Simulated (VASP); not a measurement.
# PbSe (P6_3/mmc) in VASP: notebook

PbSe is run at these levels: PBE; tasks: single point.

All numbers are computed with VASP 6.6.1; they aren't measurements. Logs are shortened: lines on timing, memory, paths and dates and some standing lists are left out, and cuts for length are marked.

## 1. The cell of the first run

The structure is hexagonal, space group P6_3/mmc (No. 194). The conventional cell has a = 5.174 Å, b = 5.174 Å, c = 6.213 Å, α = 90.00°, β = 90.00°, γ = 120.00°. Pb (site symmetry -6m2) has 5 Se at 2.99 to 3.11 Å within 3.9 Å. Within 3.9 Å of Se (site symmetry -6m2) lie 5 Pb at 2.99 to 3.11 Å.

## 2. Single point, PBE

The input, INCAR:

```
SYSTEM = PbSe
PREC = Accurate ; ENCUT = 520
EDIFF = 1E-6 ; ISMEAR = 0
SIGMA = 0.01 ; LREAL = .False.
LASPH = .True. ; NELM = 100
ALGO = Normal ; ISIF = 2
LWAVE = .False. ; LCHARG = .False.
GGA = PE ; NBANDS = 28
```

The input, KPOINTS:

```
Automatic mesh
0
Gamma
  6 6 4
  0 0 0
```

The input, POSCAR:

```
PbSe
1.0
    5.1741302626      0.0000000000      0.0000000000
   -2.5870651313      4.4809282499      0.0000000000
    0.0000000000      0.0000000000      6.2132838893
Pb Se
2 2
Direct
    0.3333333333      0.6666666667      0.2500000000
    0.6666666667      0.3333333333      0.7500000000
    0.6666666667      0.3333333333      0.2500000000
    0.3333333333      0.6666666667      0.7500000000
```

Potentials or basis: VASP PAW PBE potentials, release 64 (Pb_d, Se).

The run is started by

```sh
> cat potpaw_PBE.64/Pb_d/POTCAR potpaw_PBE.64/Se/POTCAR > POTCAR
> mpirun -np 1 vasp_std > vasp.out
```

OUTCAR:

```text
SYSTEM = PbSe
   PREC = Accurate
   ENCUT = 520
   EDIFF = 1E-6
   ISMEAR = 0
   LREAL = .False.
   LASPH = .True.
   NELM = 100
   ISIF = 2
   GGA = PE

 ion  position               nearest neighbor table
   1  0.333  0.667  0.250-   3 2.99   3 2.99   3 2.99   4 3.11   4 3.11
   2  0.667  0.333  0.750-   4 2.99   4 2.99   4 2.99   3 3.11   3 3.11
   3  0.667  0.333  0.250-   1 2.99   1 2.99   1 2.99   2 3.11   2 3.11
   4  0.333  0.667  0.750-   2 2.99   2 2.99   2 2.99   1 3.11   1 3.11

  LATTYP: Found a hexagonal cell.
 ALAT       =     5.1741302626
 C/A-ratio  =     1.2008363868

  Lattice vectors:

 A1 = (   5.1741302626,   0.0000000000,   0.0000000000)
 A2 = (  -2.5870651313,   4.4809282499,   0.0000000000)
 A3 = (   0.0000000000,   0.0000000000,   6.2132838893)

Analysis of symmetry for initial positions (statically):
=====================================================================
 Subroutine PRICEL returns:
 Original cell was already a primitive cell.

 Routine SETGRP: Setting up the symmetry group for a
 hexagonal supercell.

 Subroutine GETGRP returns: Found 24 space group operations
 (whereof 12 operations were pure point group operations)
 out of a pool of 24 trial point group operations.

The static configuration has the point symmetry D_3d.
 The point group associated with its full space group is D_6h.

Analysis of symmetry for dynamics (positions and initial velocities):
=====================================================================
 Subroutine PRICEL returns:
 Original cell was already a primitive cell.

 Routine SETGRP: Setting up the symmetry group for a
 hexagonal supercell.

 Subroutine GETGRP returns: Found 24 space group operations
 (whereof 12 operations were pure point group operations)
 out of a pool of 24 trial point group operations.

The dynamic configuration has the point symmetry D_3d.
 The point group associated with its full space group is D_6h.

 Subroutine INISYM returns: Found 24 space group operations
 (whereof 12 operations are pure point group operations),
 and found     1 'primitive' translations

----------------------------------------------------------------------------------------

                                     Primitive cell

  volume of cell :     144.0544

  direct lattice vectors                    reciprocal lattice vectors
     5.174130263  0.000000000  0.000000000     0.193269197  0.111584023  0.000000000
    -2.587065131  4.480928250  0.000000000     0.000000000  0.223168046  0.000000000
[... 86 lines left out ...]
   LREAL  =      F    real-space projection
   EDIFFG = 0.1E-04   stopping-criterion for IOM
   NSW    =      0    number of steps for IOM
   IBRION =     -1    ionic relax: 0-MD 1-quasi-New 2-CG
   NFREE  =      0    steps in history (QN), initial steepest desc. (CG)
   ISIF   =      2    stress and relaxation
   ISYM   =      2    0-nonsym 1-usesym 2-fastsym
   POTIM  = 0.5000    time-step for ionic-motion
   TEBEG  =    0.0;   TEEND  =   0.0 temperature during run
   PSTRESS=    0.0 pullay stress
   NELECT =      40.0000    total number of electrons
   NUPDOWN=      -1.0000    fix difference up-down
   EMIN   =  10.00;   EMAX   =-10.00  energy-range for DOS
   EFERMI =   0.00;   METHOD = LEGACY
   ISMEAR =     0;   SIGMA  =   0.01  broadening in eV -4-tet -1-fermi 0-gaus
   EFERMI_NEDOS =   21; number of points for ismear=-14 and -15
   IALGO  =     38    algorithm
   IMIX   =      4    mixing-type and parameters
     AMIX     =   0.40;   BMIX     =  1.00
     AMIX_MAG =   1.60;   BMIX_MAG =  1.00
  volume/ion in A,a.u.               =      36.01       243.03
  Fermi-wavevector in a.u.,A,eV,Ry     =   1.068036  2.018296 15.520184  1.140701
  Thomas-Fermi vector in A             =   2.203672
   LORBIT       =      0    0 simple, 1 ext, 2 COOP (PROOUT), +10 PAW based schemes
   GGA     = PE    functional components
   LHFCALC =     F    Hartree Fock is set to
   AEXX    =    0.0000 exact exchange contribution
   IVDW    =     0    specifies the selected vdW correction
   LEPSILON=     F    determine dielectric tensor
   LRPA    =     F    only Hartree local field effects (RPA)
 non-spin polarized calculation
 Gauss-broadening in eV      SIGMA  =   0.01
  energy-cutoff  :      520.00
  volume of cell :      144.05
 maximum number of plane-waves:      3912
 NGX is ok and might be reduce to    40
   NGX = 19   NGY = 19   NGZ = 23

 number of electron      39.9999997 magnetization

 Free energy of the ion-electron system (eV)
  ---------------------------------------------------
  ext. energy  EPLUGINS =         0.00000000
  ---------------------------------------------------
  free energy    TOTEN  =       -16.07361012 eV

  energy without entropy =      -16.07361012  energy(sigma->0) =      -16.07361012

 E-fermi :   3.1816     XC(G=0):  -8.2166

 val. band max:        3.0880482670   @ k =   0.3333   0.3333   0.5000
 cond. band min:       4.2487628543   @ k =   0.3333   0.3333   0.5000
 fundamental gap:      1.1607145873
 Fermi energy:         3.1816333792

 k-point     1 :       0.0000    0.0000    0.0000
  band No.  band energies     occupation
      1     -13.7579      2.00000
      2     -13.6804      2.00000
      3     -13.6804      2.00000
      4     -13.6796      2.00000
      5     -13.6796      2.00000
      6     -13.6754      2.00000
[... 640 lines left out ...]
     27       9.4837      0.00000
     28       9.4837      0.00000

------------------------ aborting loop because EDIFF is reached ----------------------------------------

  FORCE on cell =-STRESS in cart. coord.  units (eV):
  Direction    XX          YY          ZZ          XY          YZ          ZX
  --------------------------------------------------------------------------------------
  -------------------------------------------------------------------------------------
  Total        0.6585707      0.6585707      0.7915093      0.0000000     -0.0000000      0.0000000
  in kB        7.3246422      7.3246422      8.8031900      0.0000000     -0.0000000      0.0000000
  external PRESSURE =       7.8174915 kB  Pullay stress =       0.0000000 kB

 VOLUME and BASIS-vectors are now :
 -----------------------------------------------------------------------------
  energy-cutoff  :      520.00
  volume of cell :      144.05
      direct lattice vectors                 reciprocal lattice vectors
     5.174130263  0.000000000  0.000000000     0.193269197  0.111584023  0.000000000
    -2.587065131  4.480928250  0.000000000     0.000000000  0.223168046  0.000000000
     0.000000000  0.000000000  6.213283889     0.000000000  0.000000000  0.160945487

 POSITION                                       TOTAL-FORCE (eV/Angst)
 -----------------------------------------------------------------------------------
     -0.00000      2.98729      1.55332         0.000000     -0.000000      0.000000
      2.58707      1.49364      4.65996        -0.000000      0.000000      0.000000
      2.58707      1.49364      1.55332         0.000000     -0.000000      0.000000
     -0.00000      2.98729      4.65996         0.000000     -0.000000      0.000000
 -----------------------------------------------------------------------------------
    total drift:                                0.000000     -0.000000      0.000000

  FREE ENERGIE OF THE ION-ELECTRON SYSTEM (eV)
  ---------------------------------------------------
  free  energy   TOTEN  =       -16.0736101197 eV

  energy  without entropy=      -16.0736101197  energy(sigma->0) =      -16.07361012
```

OSZICAR:

```text
N       E                     dE             d eps       ncg     rms          rms(c)
DAV:   1     0.405191841914E+03    0.40519E+03   -0.18389E+04  1176   0.141E+03
DAV:   2     0.288411855608E+02   -0.37635E+03   -0.36617E+03  1192   0.374E+02
DAV:   3    -0.148500656338E+02   -0.43691E+02   -0.42956E+02  1504   0.147E+02
DAV:   4    -0.167576495204E+02   -0.19076E+01   -0.19016E+01  1372   0.350E+01
DAV:   5    -0.168276160371E+02   -0.69967E-01   -0.69959E-01  1492   0.701E+00    0.409E+00
DAV:   6    -0.160715303146E+02    0.75609E+00   -0.17602E+00  1620   0.728E+00    0.215E+00
DAV:   7    -0.160639233956E+02    0.76069E-02   -0.36674E-01  1268   0.229E+00    0.132E+00
DAV:   8    -0.160766484537E+02   -0.12725E-01   -0.57726E-02  1424   0.201E+00    0.477E-01
DAV:   9    -0.160722717627E+02    0.43767E-02   -0.13252E-02  1640   0.977E-01    0.129E-01
DAV:  10    -0.160733317924E+02   -0.10600E-02   -0.25428E-03  1368   0.247E-01    0.419E-02
DAV:  11    -0.160735785307E+02   -0.24674E-03   -0.45900E-04  1244   0.127E-01    0.131E-02
DAV:  12    -0.160736013062E+02   -0.22775E-04   -0.36842E-05  1340   0.333E-02    0.494E-03
DAV:  13    -0.160736097827E+02   -0.84765E-05   -0.14541E-05  1044   0.184E-02    0.347E-03
DAV:  14    -0.160736101197E+02   -0.33707E-06   -0.12619E-06  1020   0.106E-02
   1 F= -.16073610E+02 E0= -.16073610E+02  d E =-.144165E-41
```

stdout:

```text
POSCAR found type information on POSCAR PbSe
 POSCAR found :  2 types and       4 ions
 scaLAPACK will be used
 LDA part: xc-table for (Slater+PW92), standard interpolation
 POSCAR, INCAR and KPOINTS ok, starting setup
 FFT: planning ... GRIDC
 FFT: planning ... GRID_SOFT
 FFT: planning ... GRID
 WAVECAR not read
 entering main loop
```

It took 40 s on 1 thread of Intel Xeon Platinum 8559C (Emerald Rapids), shared host; peak memory 0.29 GiB.

What came out:

```
Free energy            : -16.0736 eV
Pressure               : 0.8 GPa
Band gap on the k mesh : 1.16 eV, direct
```

Caveat: spin-orbit coupling is left out, which moves the levels of the heavy elements. A k mesh can miss the band edges.

## 3. Single point, PBE

This run uses another cell than the first one, of 36.75 Å³/atom, 1.020 times its volume.

The input, INCAR:

```
ALGO = Normal ; EDIFF = 1E-7
ENCUT = 520 ; GGA = PE
ISIF = 2 ; ISMEAR = 0
LASPH = True ; LCHARG = False
LREAL = False ; LWAVE = False
NBANDS = 28 ; NELM = 60
PREC = Accurate ; SIGMA = 0.01
```

The input, KPOINTS:

```
k-points
0
Gamma
  6 6 4
```

The input, POSCAR:

```
PbSe
1.0
    5.2067026494      0.0000000000      0.0000000000
   -2.6033513247      4.5091367643      0.0000000000
    0.0000000000      0.0000000000      6.2611014332
Pb Se
2 2
Direct
    0.3333333333      0.6666666667      0.2500000000
    0.6666666667      0.3333333333      0.7500000000
    0.6666666667      0.3333333333      0.2500000000
    0.3333333333      0.6666666667      0.7500000000
```

Potentials or basis: VASP PAW PBE potentials, release 64 (Pb_d, Se).

The run is started by

```sh
> cat potpaw_PBE.64/Pb_d/POTCAR potpaw_PBE.64/Se/POTCAR > POTCAR
> mpirun -np 1 vasp_std > vasp.out
```

OUTCAR:

```text
EDIFF = 1E-7
   ENCUT = 520
   GGA = PE
   ISIF = 2
   ISMEAR = 0
   LASPH = True
   LREAL = False
   NELM = 60
   PREC = Accurate

 ion  position               nearest neighbor table
   1  0.333  0.667  0.250-   3 3.01   3 3.01   3 3.01   4 3.13   4 3.13
   2  0.667  0.333  0.750-   4 3.01   4 3.01   4 3.01   3 3.13   3 3.13
   3  0.667  0.333  0.250-   1 3.01   1 3.01   1 3.01   2 3.13   2 3.13
   4  0.333  0.667  0.750-   2 3.01   2 3.01   2 3.01   1 3.13   1 3.13

  LATTYP: Found a hexagonal cell.
 ALAT       =     5.2067026494
 C/A-ratio  =     1.2025079700

  Lattice vectors:

 A1 = (   5.2067026494,   0.0000000000,   0.0000000000)
 A2 = (  -2.6033513247,   4.5091367643,   0.0000000000)
 A3 = (   0.0000000000,   0.0000000000,   6.2611014332)

Analysis of symmetry for initial positions (statically):
=====================================================================
 Subroutine PRICEL returns:
 Original cell was already a primitive cell.

 Routine SETGRP: Setting up the symmetry group for a
 hexagonal supercell.
[... 166 lines left out ...]
  free energy    TOTEN  =       -16.08150246 eV

  energy without entropy =      -16.08150246  energy(sigma->0) =      -16.08150246

 E-fermi :   2.9840     XC(G=0):  -8.1317

 val. band max:        2.8813300104   @ k =   0.3333   0.3333   0.5000
 cond. band min:       4.0647798519   @ k =   0.3333   0.3333   0.5000
 fundamental gap:      1.1834498415
 Fermi energy:         2.9839654205

 k-point     1 :       0.0000    0.0000    0.0000
  band No.  band energies     occupation
      1     -13.9278      2.00000
      2     -13.8583      2.00000
      3     -13.8583      2.00000
      4     -13.8576      2.00000
      5     -13.8576      2.00000
      6     -13.8555      2.00000
[... 640 lines left out ...]
     27       9.2751      0.00000
     28       9.2751      0.00000

------------------------ aborting loop because EDIFF is reached ----------------------------------------

  FORCE on cell =-STRESS in cart. coord.  units (eV):
  Direction    XX          YY          ZZ          XY          YZ          ZX
  --------------------------------------------------------------------------------------
  -------------------------------------------------------------------------------------
  Total        0.0201926      0.0201926     -0.0006440      0.0000000      0.0000000     -0.0000000
  in kB        0.2200878      0.2200878     -0.0070189      0.0000000      0.0000000     -0.0000000
  external PRESSURE =       0.1443856 kB  Pullay stress =       0.0000000 kB

 VOLUME and BASIS-vectors are now :
 -----------------------------------------------------------------------------
  energy-cutoff  :      520.00
  volume of cell :      147.00
      direct lattice vectors                 reciprocal lattice vectors
     5.206702649  0.000000000  0.000000000     0.192060132  0.110885969  0.000000000
    -2.603351325  4.509136764  0.000000000     0.000000000  0.221771938  0.000000000
     0.000000000  0.000000000  6.261101433     0.000000000  0.000000000  0.159716307

 POSITION                                       TOTAL-FORCE (eV/Angst)
 -----------------------------------------------------------------------------------
     -0.00000      3.00609      1.56528        -0.000000      0.000000      0.000000
      2.60335      1.50305      4.69583         0.000000      0.000000      0.000000
      2.60335      1.50305      1.56528         0.000000     -0.000000      0.000000
     -0.00000      3.00609      4.69583        -0.000000     -0.000000      0.000000
 -----------------------------------------------------------------------------------
    total drift:                                0.000000     -0.000000      0.000000

  FREE ENERGIE OF THE ION-ELECTRON SYSTEM (eV)
  ---------------------------------------------------
  free  energy   TOTEN  =       -16.0815024551 eV

  energy  without entropy=      -16.0815024551  energy(sigma->0) =      -16.08150246
```

Wall time 48 s (1 thread of Intel Xeon Platinum 8559C (Emerald Rapids), shared host); peak memory 0.29 GiB.

What came out:

```yaml
Free_energy: -16.0815 eV
Pressure: 0.0 GPa
Band_gap_on_the_k_mesh: 1.18 eV, direct
```

Caveat: spin-orbit coupling is left out, which moves the levels of the heavy elements. A k mesh can miss the band edges.
